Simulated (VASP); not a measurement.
# CsLiSi2 (I4mm) in VASP: a series of runs

CsLiSi2 is run at these levels: PBE; tasks: single point, relaxation of cell and atoms.

All numbers are computed with VASP 6.6.1; they aren't measurements. Logs are shortened: lines on timing, memory, paths and dates and some standing lists are left out, and cuts for length are marked.

### Step 1. The cell of the first run

It takes space group I4mm (No. 107, tetragonal). Conventional cell: a = 4.430 Å, b = 4.430 Å, c = 11.651 Å, α = 90.00°, β = 90.00°, γ = 90.00°. Within 2.8 Å of Cs (site symmetry 4mm) lie 1 Li at 2.15 Å. Within 2.8 Å of Li (site symmetry 4mm) lie 1 Cs at 2.15 Å and 1 Si at 2.23 Å. Within 3.8 Å of Si (site symmetry 4mm) lie 1 Si at 2.88 Å and 4 Li at 3.21 Å and 4 Cs at 3.45 Å. Within 3.0 Å of Si (site symmetry 4mm) lie 1 Li at 2.23 Å and 1 Si at 2.88 Å.

### Step 2. Single point, PBE

INCAR

```
PREC = Accurate
ENCUT = 520
EDIFF = 1E-6
ISMEAR = 0
SIGMA = 0.1
LREAL = F
LASPH = T
NELM = 60
ALGO = Normal
ISIF = 2
LWAVE = F
LCHARG = T
GGA = PE
LELF = T
LVHAR = T
NBANDS = 18
```

KPOINTS

```
Automatic mesh
0
Gamma
  6 6 6
```

POSCAR

```
CsLiSi2
1.0
   -2.2149470900      2.2149470900      5.8254369000
    2.2149470900     -2.2149470900      5.8254369000
    2.2149470900      2.2149470900     -5.8254369000
Cs Li Si
1 1 2
Direct
    0.1237817100      0.1237817100      0.0000000000
    0.3082547300      0.3082547300      0.0000000000
    0.7475634200      0.7475634200      0.0000000000
    0.5000000000      0.5000000000      0.0000000000
```

Potentials or basis: VASP PAW PBE potentials, release 64 (Cs_sv, Li_sv, Si).

On the command line:

```sh
$ cat potpaw_PBE.64/Cs_sv/POTCAR potpaw_PBE.64/Li_sv/POTCAR potpaw_PBE.64/Si/POTCAR > POTCAR
$ mpirun -np 1 vasp_std > vasp.out
```

OUTCAR:

```text
PREC = Accurate
   ENCUT = 520
   EDIFF = 1E-6
   ISMEAR = 0
   LREAL = F
   LASPH = T
   NELM = 60
   ISIF = 2
   GGA = PE

 ion  position               nearest neighbor table
   1  0.124  0.124  0.000-   2 2.15
   2  0.308  0.308  0.000-   1 2.15   4 2.23
   3  0.748  0.748  0.000-   4 2.88
   4  0.500  0.500  0.000-   2 2.23   3 2.88

  LATTYP: Found a body centered tetragonal cell.
 ALAT       =     4.4298941800
 C/A-ratio  =     2.6300569103

  Lattice vectors:

 A1 = (  -2.2149470900,   2.2149470900,   5.8254369000)
 A2 = (   2.2149470900,  -2.2149470900,   5.8254369000)
 A3 = (   2.2149470900,   2.2149470900,  -5.8254369000)

Analysis of symmetry for initial positions (statically):
=====================================================================
 Subroutine PRICEL returns:
 Original cell was already a primitive cell.

 Routine SETGRP: Setting up the symmetry group for a
 body centered tetragonal supercell.

 Subroutine GETGRP returns: Found  8 space group operations
 (whereof  8 operations were pure point group operations)
 out of a pool of 16 trial point group operations.

The static configuration has the point symmetry C_4v.

Analysis of symmetry for dynamics (positions and initial velocities):
=====================================================================
 Subroutine PRICEL returns:
 Original cell was already a primitive cell.

 Routine SETGRP: Setting up the symmetry group for a
 body centered tetragonal supercell.

 Subroutine GETGRP returns: Found  8 space group operations
 (whereof  8 operations were pure point group operations)
 out of a pool of 16 trial point group operations.

The dynamic configuration has the point symmetry C_4v.

 Subroutine INISYM returns: Found  8 space group operations
 (whereof  8 operations are pure point group operations),
 and found     1 'primitive' translations

----------------------------------------------------------------------------------------

                                     Primitive cell

  volume of cell :     114.3182

  direct lattice vectors                    reciprocal lattice vectors
    -2.214947090  2.214947090  5.825436900     0.000000000  0.225739027  0.085830472
[... 82 lines left out ...]
   ISTART =      0    job   : 0-new  1-cont  2-samecut
   ICHARG =      2    charge: 1-file 2-atom 10-const
   ISPIN  =      1    spin polarized calculation?
   LNONCOLLINEAR =      F non collinear calculations
   LSORBIT =      F    spin-orbit coupling
   LASPH  =      T    aspherical Exc in radial PAW
   ENCUT  =  520.0 eV  38.22 Ry    6.18 a.u.  12.30 12.30 12.30*2*pi/ulx,y,z
   NELM   =     60;   NELMIN=  2; NELMDL= -5     # of ELM steps
   EDIFF  = 0.1E-05   stopping-criterion for ELM
   LREAL  =      F    real-space projection
   EDIFFG = 0.1E-04   stopping-criterion for IOM
   NSW    =      0    number of steps for IOM
   IBRION =     -1    ionic relax: 0-MD 1-quasi-New 2-CG
   NFREE  =      0    steps in history (QN), initial steepest desc. (CG)
   ISIF   =      2    stress and relaxation
   ISYM   =      2    0-nonsym 1-usesym 2-fastsym
   POTIM  = 0.5000    time-step for ionic-motion
   TEBEG  =    0.0;   TEEND  =   0.0 temperature during run
   PSTRESS=    0.0 pullay stress
   NELECT =      20.0000    total number of electrons
   NUPDOWN=      -1.0000    fix difference up-down
   EMIN   =  10.00;   EMAX   =-10.00  energy-range for DOS
   EFERMI =   0.00;   METHOD = LEGACY
   ISMEAR =     0;   SIGMA  =   0.10  broadening in eV -4-tet -1-fermi 0-gaus
   EFERMI_NEDOS =   21; number of points for ismear=-14 and -15
   IALGO  =     38    algorithm
   IMIX   =      4    mixing-type and parameters
     AMIX     =   0.40;   BMIX     =  1.00
     AMIX_MAG =   1.60;   BMIX_MAG =  1.00
  volume/ion in A,a.u.               =      28.58       192.86
  Fermi-wavevector in a.u.,A,eV,Ry     =   0.915615  1.730262 11.406466  0.838352
  Thomas-Fermi vector in A             =   2.040377
   LORBIT       =      0    0 simple, 1 ext, 2 COOP (PROOUT), +10 PAW based schemes
   GGA     = PE    functional components
   LHFCALC =     F    Hartree Fock is set to
   AEXX    =    0.0000 exact exchange contribution
   IVDW    =     0    specifies the selected vdW correction
   LEPSILON=     F    determine dielectric tensor
   LRPA    =     F    only Hartree local field effects (RPA)
 non-spin polarized calculation
 Gauss-broadening in eV      SIGMA  =   0.10
  energy-cutoff  :      520.00
  volume of cell :      114.32
 maximum number of plane-waves:      3118
 NGX is ok and might be reduce to    50
   NGX = 25   NGY = 25   NGZ = 25

 number of electron      19.9999999 magnetization

 Free energy of the ion-electron system (eV)
  ---------------------------------------------------
  ext. energy  EPLUGINS =         0.00000000
  ---------------------------------------------------
  free energy    TOTEN  =        -8.66679165 eV

  energy without entropy =       -8.64559123  energy(sigma->0) =       -8.65619144

 E-fermi :   2.5623     XC(G=0):  -8.3580

 val. band max:        2.5430272845   @ k =   0.3333  -0.0000   0.0000
 cond. band min:       2.5762391260   @ k =   0.3333   0.3333   0.1667
 fundamental gap:      0.0332118416
 Fermi energy:         2.5622545010

 k-point     1 :       0.0000    0.0000    0.0000
  band No.  band energies     occupation
      1     -44.6030      2.00000
      2     -19.6579      2.00000
      3      -7.1460      2.00000
      4      -6.3063      2.00000
      5      -6.3063      2.00000
      6      -5.2115      2.00000
[... 481 lines left out ...]
      5      -6.2828      2.00000
      6      -4.5904      2.00000
[... 10 lines left out ...]
     17       7.6054      0.00000
     18       8.3306      0.00000

 [... further k-points ...]
[... 5 lines left out ...]
  --------------------------------------------------------------------------------------
  -------------------------------------------------------------------------------------
  Total        1.0981478      1.0981478      4.5279557      0.0000000      0.0000000      0.0000000
  in kB       15.3906217     15.3906217     63.4596315      0.0000000      0.0000000      0.0000000
  external PRESSURE =      31.4136250 kB  Pullay stress =       0.0000000 kB

 VOLUME and BASIS-vectors are now :
 -----------------------------------------------------------------------------
  energy-cutoff  :      520.00
  volume of cell :      114.32
      direct lattice vectors                 reciprocal lattice vectors
    -2.214947090  2.214947090  5.825436900     0.000000000  0.225739027  0.085830472
     2.214947090 -2.214947090  5.825436900     0.225739027  0.000000000  0.085830472
     2.214947090  2.214947090 -5.825436900     0.225739027  0.225739027  0.000000000

 POSITION                                       TOTAL-FORCE (eV/Angst)
 -----------------------------------------------------------------------------------
      0.00000      0.00000      1.44217        -0.000000     -0.000000     -3.779040
      0.00000      0.00000      3.59144        -0.000000     -0.000000      2.255336
      0.00000      0.00000      8.70977         0.000000      0.000000     -0.785414
      0.00000      0.00000      5.82544         0.000000      0.000000      2.309118
 -----------------------------------------------------------------------------------
    total drift:                                0.000000      0.000000     -0.000849

  FREE ENERGIE OF THE ION-ELECTRON SYSTEM (eV)
  ---------------------------------------------------
  free  energy   TOTEN  =        -8.6667916543 eV

  energy  without entropy=       -8.6455912279  energy(sigma->0) =       -8.65619144
```

stdout:

```text
POSCAR found type information on POSCAR CsLiSi
 POSCAR found :  3 types and       4 ions
 scaLAPACK will be used
 LDA part: xc-table for (Slater+PW92), standard interpolation
 POSCAR, INCAR and KPOINTS ok, starting setup
 FFT: planning ... GRIDC
 FFT: planning ... GRID_SOFT
 FFT: planning ... GRID
 WAVECAR not read
 entering main loop
```

Run time: 3.6 min. Hardware: 1 thread of Intel Xeon 8259CL, shared host; peak memory 0.37 GiB.

Results:

| Property | Result |
| --- | --- |
| Free energy | -8.6668 eV |
| Largest force | 3.779 eV/Å |
| Band gap on the k mesh | zero (bands 10 and 11 overlap by 0.78 eV) |

Forces on the atoms (eV/Å):
```
Cs   0.000  0.000 -3.779
Li   0.000  0.000  2.255
Si   0.000  0.000 -0.785
Si   0.000  0.000  2.309
```

Levels at points of the mesh, in eV from the Fermi level:
```
           k point  band 8  band 9  band 10  band 11  band 12  band 13
(0.00, 0.00, 0.00)   -2.36    0.18     0.18     1.10     1.10     2.02
(0.50, 0.00, 0.00)   -1.77   -1.48    -0.27     0.64     1.50     1.93
(0.50, 0.50, 0.00)   -1.71   -1.10    -0.99    -0.24     0.41     2.48
(0.50, 0.50, 0.50)   -0.52    0.34     0.34     1.33     1.33     1.65
```

Caveat: the cutoff is under 1.25 times the usual one of these potentials, so pressure, stress and relaxed cells hold a basis-set (Pulay) error; spin-orbit coupling is left out, which moves the levels of the heavy elements; forces of over 1 eV/Å act on the atoms, so gaps and moduli don't describe the material at rest.

### Step 3. Single point, PBE

This run uses another cell than the first one, of 38.59 Å³/atom.

INCAR

```
ALGO = Normal
EDIFF = 1E-7
ENCUT = 520
GGA = PE
ISIF = 2
ISMEAR = 0
LASPH = T
LCHARG = F
LREAL = F
LWAVE = F
NBANDS = 18
NELM = 80
PREC = Accurate
SIGMA = 0.1
```

KPOINTS

```
k-points
0
Gamma
  6 6 6
```

POSCAR

```
CsLiSi2
1.0
   -2.5389532764      2.5389532764      5.9857939097
    2.5389532764     -2.5389532764      5.9857939097
    2.5389532764      2.5389532764     -5.9857939097
Cs Li Si
1 1 2
Direct
    0.0422732335      0.0422732335      0.0000000000
    0.3406579550      0.3406579550      0.0000000000
    0.7374641710      0.7374641710      0.0000000000
    0.5592045006      0.5592045006      0.0000000000
```

Potentials or basis: VASP PAW PBE potentials, release 64 (Cs_sv, Li_sv, Si).

On the command line:

```sh
$ cat potpaw_PBE.64/Cs_sv/POTCAR potpaw_PBE.64/Li_sv/POTCAR potpaw_PBE.64/Si/POTCAR > POTCAR
$ mpirun -np 1 vasp_std > vasp.out
```

Wall time 5.6 min (1 thread of Intel Xeon 8259CL, shared host); peak memory 0.43 GiB.

The run converged. Its results:

* Free energy: -11.8158 eV
* Largest force: 0.016 eV/Å
* Band gap on the k mesh: 0.68 eV (least direct gap 1.07 eV)

Forces in eV/Å, atoms in the order of the input:
```
Cs   0.000  0.000 -0.001
Li   0.000  0.000 -0.010
Si   0.000  0.000 -0.004
Si   0.000  0.000  0.016
```

Levels at points of the mesh, in eV from the valence-band top:
| k point | band 8 | band 9 | band 10 | band 11 | band 12 | band 13 |
| --- | --- | --- | --- | --- | --- | --- |
| (0.00, 0.00, 0.00) | -1.50 | 0.00 | 0.00 | 1.79 | 1.79 | 2.70 |
| (0.50, 0.00, 0.00) | -1.36 | -0.93 | -0.41 | 0.78 | 2.19 | 2.97 |
| (0.50, 0.50, 0.00) | -0.83 | -0.74 | -0.72 | 0.83 | 2.19 | 2.52 |
| (0.50, 0.50, 0.50) | -0.46 | -0.10 | -0.10 | 2.25 | 2.62 | 2.80 |

Caveat: the cutoff is under 1.25 times the usual one of these potentials, so pressure, stress and relaxed cells hold a basis-set (Pulay) error; spin-orbit coupling is left out, which moves the levels of the heavy elements. A k mesh can miss the band edges.

### Step 4. Single point, PBE

This run uses another cell than the first one, of 38.94 Å³/atom.

INCAR

```
SYSTEM = CsLiSi2
PREC = Accurate ; ENCUT = 520
EDIFF = 1E-6 ; ISMEAR = 0
SIGMA = 0.02 ; LREAL = .False.
LASPH = .True. ; NELM = 100
ALGO = Normal ; ISIF = 2
LWAVE = .False. ; LCHARG = .True.
GGA = PE ; LELF = .True.
LVHAR = .True. ; NBANDS = 18
```

KPOINTS

```
Automatic mesh
0
Gamma
  8 8 8
  0 0 0
```

POSCAR

```
CsLiSi2
1.0
   -2.5488233701      2.5488233701      5.9939016069
    2.5488233701     -2.5488233701      5.9939016069
    2.5488233701      2.5488233701     -5.9939016069
Cs Li Si
1 1 2
Direct
    0.0420606756      0.0420606756      0.0000000000
    0.3408395912      0.3408395912      0.0000000000
    0.7373527974      0.7373527974      0.0000000000
    0.5593467958      0.5593467958      0.0000000000
```

Potentials or basis: VASP PAW PBE potentials, release 64 (Cs_sv, Li_sv, Si).

On the command line:

```sh
$ cat potpaw_PBE.64/Cs_sv/POTCAR potpaw_PBE.64/Li_sv/POTCAR potpaw_PBE.64/Si/POTCAR > POTCAR
$ mpirun -np 1 vasp_std > vasp.out
```

OUTCAR:

```text
SYSTEM = CsLiSi2
   PREC = Accurate
   ENCUT = 520
   EDIFF = 1E-6
   ISMEAR = 0
   LREAL = .False.
   LASPH = .True.
   NELM = 100
   ISIF = 2
   GGA = PE

 ion  position               nearest neighbor table
   1  0.042  0.042  0.000-
   2  0.341  0.341  0.000-   4 2.62
   3  0.737  0.737  0.000-   4 2.13
   4  0.559  0.559  0.000-   3 2.13   2 2.62

  LATTYP: Found a body centered tetragonal cell.
 ALAT       =     5.0976467402
 C/A-ratio  =     2.3516347493

  Lattice vectors:

[... 680 lines left out ...]
      6      -6.6377      2.00000
[... 10 lines left out ...]
     17       6.2563      0.00000
     18       6.6415      0.00000

 [... further k-points ...]
[... 5 lines left out ...]
  --------------------------------------------------------------------------------------
  -------------------------------------------------------------------------------------
  Total        0.0094211      0.0094211     -0.0164128      0.0000000      0.0000000      0.0000000
  in kB        0.0969087      0.0969087     -0.1688282      0.0000000      0.0000000      0.0000000
  external PRESSURE =       0.0083297 kB  Pullay stress =       0.0000000 kB

 VOLUME and BASIS-vectors are now :
 -----------------------------------------------------------------------------
  energy-cutoff  :      520.00
  volume of cell :      155.76
      direct lattice vectors                 reciprocal lattice vectors
    -2.548823370  2.548823370  5.993901607     0.000000000  0.196168948  0.083418119
     2.548823370 -2.548823370  5.993901607     0.196168948  0.000000000  0.083418119
     2.548823370  2.548823370 -5.993901607     0.196168948  0.196168948  0.000000000

 POSITION                                       TOTAL-FORCE (eV/Angst)
 -----------------------------------------------------------------------------------
      0.00000      0.00000      0.50422        -0.000000     -0.000000      0.001948
      0.00000      0.00000      4.08592         0.000000      0.000000      0.002193
      0.00000      0.00000      8.83924         0.000000      0.000000     -0.003987
      0.00000      0.00000      6.70534        -0.000000     -0.000000     -0.000154
 -----------------------------------------------------------------------------------
    total drift:                               -0.000004     -0.000004     -0.000390

  FREE ENERGIE OF THE ION-ELECTRON SYSTEM (eV)
  ---------------------------------------------------
  free  energy   TOTEN  =       -11.8165030932 eV

  energy  without entropy=      -11.8165030932  energy(sigma->0) =      -11.81650309
```

stdout:

```text
POSCAR found type information on POSCAR CsLiSi
 POSCAR found :  3 types and       4 ions
 scaLAPACK will be used
 LDA part: xc-table for (Slater+PW92), standard interpolation
 POSCAR, INCAR and KPOINTS ok, starting setup
 FFT: planning ... GRIDC
 FFT: planning ... GRID_SOFT
 FFT: planning ... GRID
 WAVECAR not read
 entering main loop
```

Run time: 9.2 min. Hardware: 1 thread of Intel Xeon 8259CL, shared host; peak memory 0.5 GiB.

Results:

```
Free energy            : -11.8165 eV
Largest force          : 0.004 eV/Å
Band gap on the k mesh : 0.68 eV (least direct gap 1.07 eV)
```

Forces on the atoms (eV/Å):
```
Cs   0.000  0.000  0.002
Li   0.000  0.000  0.002
Si   0.000  0.000 -0.004
Si   0.000  0.000  0.000
```

Caveat: the cutoff is under 1.25 times the usual one of these potentials, so pressure, stress and relaxed cells hold a basis-set (Pulay) error; spin-orbit coupling is left out, which moves the levels of the heavy elements. A k mesh can miss the band edges.

### Step 5. Relaxation of cell and atoms, PBE

This run uses another cell than the first one, of 38.59 Å³/atom.

INCAR

```
SYSTEM = CsLiSi2
PREC = Accurate
ENCUT = 600
EDIFF = 1E-7
ISMEAR = 0
SIGMA = 0.02
LREAL = .False.
LASPH = .True.
NELM = 80
ALGO = Normal
ISIF = 3
LWAVE = .False.
LCHARG = .False.
GGA = PE
IBRION = 2
NSW = 100
EDIFFG = -0.01
```

KPOINTS

```
regular mesh
0
Gamma
  8 8 8
  0 0 0
```

POSCAR

```
CsLiSi2
1.0
   -2.5389532764      2.5389532764      5.9857939097
    2.5389532764     -2.5389532764      5.9857939097
    2.5389532764      2.5389532764     -5.9857939097
Cs Li Si
1 1 2
Direct
    0.0422732335      0.0422732335      0.0000000000
    0.3406579550      0.3406579550      0.0000000000
    0.7374641710      0.7374641710      0.0000000000
    0.5592045006      0.5592045006      0.0000000000
```

On the command line:

```sh
$ cat potpaw_PBE.64/Cs_sv/POTCAR potpaw_PBE.64/Li_sv/POTCAR potpaw_PBE.64/Si/POTCAR > POTCAR
$ mpirun -np 1 vasp_std > vasp.out
```

Wall time 26 min (1 thread of Intel Xeon 8259CL, shared host); peak memory 0.57 GiB.

Results (log left out):

- Free energy: -11.8162 eV
- Relaxed volume: 38.94 Å³/atom
- Relaxed cell: a = 6.990 Å, b = 6.990 Å, c = 6.990 Å, α = 137.21°, β = 137.21°, γ = 62.11°
- Space group after relaxing (to 0.1 Å): I4mm (No. 107)
- Energy gained by relaxing: 0.1 meV/atom
- Ionic steps: 7
- Pressure after relaxing: 0.0 GPa
- Largest force after relaxing: 0.006 eV/Å
- Band gap on the k mesh: 0.68 eV (least direct gap 1.08 eV)

Forces in eV/Å, atoms in the order of the input:
```
Cs   0.000  0.000  0.001
Li   0.000  0.000  0.004
Si   0.000  0.000 -0.006
Si   0.000  0.000  0.002
```

Step by step:
```tsv
step	energy change (eV)	largest force (eV/Å)	pressure (GPa)	volume (Å³)
1	0.0000	0.0150	0.08	154.34
2	-0.0002	0.0059	0.05	154.75
3	-0.0004	0.0144	0.00	155.65
4	-0.0004	0.0118	-0.01	155.72
5	-0.0004	0.0163	-0.01	155.74
6	-0.0004	0.0121	-0.01	155.75
7	-0.0004	0.0064	0.00	155.76
```

Final structure:
```yaml
crystal:
  lattice:
    - [-2.54998, 2.54998, 5.98847]
    - [2.54998, -2.54998, 5.98847]
    - [2.54998, 2.54998, -5.98847]
  atoms:
    - { symbol: Cs, position: [0.04221, 0.04221, 0.00000] }
    - { symbol: Li, position: [0.34069, 0.34069, 0.00000] }
    - { symbol: Si, position: [0.73743, 0.73743, 0.00000] }
    - { symbol: Si, position: [0.55926, 0.55926, 0.00000] }
```

Levels at points of the mesh, in eV from the valence-band top:
```tsv
k point	band 7	band 8	band 9	band 10	band 11	band 12	band 13	band 14
(0.00, 0.00, 0.00)	-4.21	-1.49	0.00	0.00	1.79	1.79	2.67	2.99
(0.50, 0.00, 0.00)	-4.09	-1.34	-0.92	-0.40	0.80	2.20	2.96	4.10
(0.50, 0.50, 0.00)	-4.14	-0.82	-0.73	-0.71	0.83	2.20	2.51	2.92
(0.50, 0.50, 0.50)	-4.49	-0.45	-0.10	-0.10	2.23	2.64	2.80	2.80
```

Caveat: the cutoff is under 1.25 times the usual one of these potentials, so pressure, stress and relaxed cells hold a basis-set (Pulay) error; spin-orbit coupling is left out, which moves the levels of the heavy elements.

### Step 6. The runs side by side

| task | cell | k mesh | cutoff (eV) | smearing | gap on the mesh (eV) | largest force (eV/Å) |
| --- | --- | --- | --- | --- | --- | --- |
| single point | a = 6.614 Å, angles 140.9, 140.9, 56.5°, 4 atoms, atomic positions A | 6 × 6 × 6 | 520 | gaussian 0.1 eV | none | 3.78 |
| single point | a = 6.980 Å, angles 137.3, 137.3, 61.9°, 4 atoms, atomic positions B | 6 × 6 × 6 | 520 | gaussian 0.1 eV | 0.68 | 0.02 |
| single point | a = 6.994 Å, angles 137.3, 137.3, 62.0°, 4 atoms, atomic positions C | 8 × 8 × 8 | 520 | gaussian 0.02 eV | 0.68 | - |
| relaxation of cell and atoms | relaxed from a = 6.980 Å, angles 137.3, 137.3, 61.9°, 4 atoms, atomic positions B | 8 × 8 × 8 | 600 | gaussian 0.02 eV | 0.68 | 0.01 |

Alike in all rows: level PBE; potentials or basis VASP PAW PBE potentials, release 64 (Cs_sv, Li_sv, Si); no spin polarisation.

Caveats: the cutoff is under 1.25 times the usual one of these potentials, so pressure, stress and relaxed cells hold a basis-set (Pulay) error; spin-orbit coupling is left out, which moves the levels of the heavy elements; forces of over 1 eV/Å act on the atoms, so gaps and moduli don't describe the material at rest (at least some runs).

Total energies depend on the potentials used, so only differences within one code and one set of settings carry meaning.

The gap in the log of VASP goes by the Fermi energy; the results here count the filled bands.